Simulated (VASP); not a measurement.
Runs of VASP 6.6.1 on InP. The structure is that of space group F-43m (No. 216), or close to it. The cells are those of the table. 

```csv
task,cell,cutoff (eV),gap on the mesh (eV),pressure (GPa)
relaxation of cell and atoms,"relaxed to 6 GPa from a = 4.144 Å, angles 60.0°, 2 atoms",600,1.51,6.0
single point,"a = 4.162 Å, angles 60.0°, 2 atoms",520,1.09,-0.1
relaxation of cell and atoms,"relaxed from a = 4.144 Å, angles 60.0°, 2 atoms",600,1.09,0.0
relaxation of cell and atoms,"relaxed to 4 GPa from a = 4.144 Å, angles 60.0°, 2 atoms",600,1.39,4.0
single point,"a = 4.126 Å, angles 60.0°, 2 atoms",520,1.25,1.9
single point,"a = 4.036 Å, angles 60.0°, 2 atoms",520,1.63,(b)
relaxation of cell and atoms,"relaxed to 8 GPa from a = 4.144 Å, angles 60.0°, 2 atoms",600,1.63,8.0
single point,"a = 4.064 Å, angles 60.0°, 2 atoms",520,1.51,(a)
```

Alike in all rows: level r2SCAN+D4; potentials or basis VASP PAW PBE potentials, release 64 (In_d, P); no spin polarisation; k mesh 6 × 6 × 6; smearing fermi-dirac 0.15 eV.

Task: Fill in the values left out.

Result: (a) 5.9; (b) 7.9.

Caveats: the PAW data sets were made with another functional, which shifts forces and pressure a little; spin-orbit coupling is left out, which moves the levels of the heavy elements; the cell is relaxed towards a set pressure, so the enthalpy falls and the energy may rise (some runs).

A k mesh can miss the band edges, and the runs leave out spin-orbit coupling on In.
